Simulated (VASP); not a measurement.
MnF2: single point with PBEsol

MnF2:

```xyz
6
Lattice="4.9955 0.0000 0.0000 0.0000 4.9955 0.0000 0.0000 0.0000 3.3187" Properties=species:S:1:pos:R:3 pbc="T T T"
Mn    0.0000    0.0000    0.0000
Mn    2.4977    2.4977    1.6593
F     1.5354    1.5354    0.0000
F     0.9624    4.0331    1.6593
F     3.4601    3.4601    0.0000
F     4.0331    0.9624    1.6593
```

```
Program             : VASP 6.6.1
Task                : single point
Functional          : PBEsol
Potentials or basis : VASP PAW PBE potentials, release 64 (Mn_pv, F)
Cutoff              : 520 eV
k mesh              : 6 × 6 × 8
Occupations         : gaussian, width 0.02 eV
Spin                : collinear spin, ferromagnetic start
Starting moments    : [4.59, 4.59, 0.11, 0.11, 0.11, 0.11] μB
```

```
Pressure                                              : -4.6 GPa
Largest force                                         : 0.015 eV/Å
Band gap on the k mesh                                : 1.14 eV
Net moment                                            : 10.00 μB per cell
Site moments                                          : Mn +4.59; F +0.08 μB
Valence electrons inside the program's atomic spheres : Mn 11.22; F 6.07
```

Forces on the atoms (eV/Å):
```
Mn   0.000  0.000  0.000
Mn   0.000  0.000  0.000
F   -0.011 -0.011  0.000
F    0.011 -0.011  0.000
F    0.011  0.011  0.000
F   -0.011  0.011  0.000
```

Levels at points of the mesh, in eV from the valence-band top:
Spin up:
```
           k point  band 29  band 30  band 31  band 32  band 33  band 34  band 35  band 36
(0.00, 0.00, 0.00)    -1.40    -0.37    -0.37     0.00     1.14     6.46     6.46     7.45
(0.50, 0.00, 0.00)    -0.76    -0.76    -0.46    -0.46     3.39     3.39     7.71     7.71
(0.50, 0.50, 0.00)    -1.05    -1.05    -0.37    -0.37     4.75     4.75     5.54     5.54
(0.00, 0.00, 0.50)    -1.01    -1.01    -0.95    -0.95     5.71     5.71     9.31     9.31
(0.50, 0.00, 0.50)    -1.49    -1.49    -0.24    -0.24     6.77     6.77     6.81     6.81
(0.50, 0.50, 0.50)    -1.03    -1.03    -0.79    -0.79     6.58     6.58     7.90     7.90
```
Spin down:
```tsv
k point	band 20	band 21	band 22	band 23	band 24	band 25
(0.00, 0.00, 0.00)	-4.22	-4.22	-3.93	1.95	1.98	2.33
(0.50, 0.00, 0.00)	-4.97	-4.25	-4.25	2.13	2.13	2.52
(0.50, 0.50, 0.00)	-4.63	-4.56	-4.56	2.01	2.01	2.43
(0.00, 0.00, 0.50)	-4.75	-4.61	-4.61	2.33	2.33	2.40
(0.50, 0.00, 0.50)	-4.66	-4.40	-4.40	2.08	2.08	2.47
(0.50, 0.50, 0.50)	-4.38	-4.35	-4.35	2.31	2.31	2.38
```

Wall time 7.5 min on 1 thread of Intel Xeon 8259CL (shared host), peak memory 0.38 GiB.

Caveat: the cell stands under tension; the PAW data sets were made with another functional, which shifts forces and pressure a little; only a ferromagnetic start was run, and an antiferromagnetic order may lie lower in energy. A k mesh can miss the band edges.
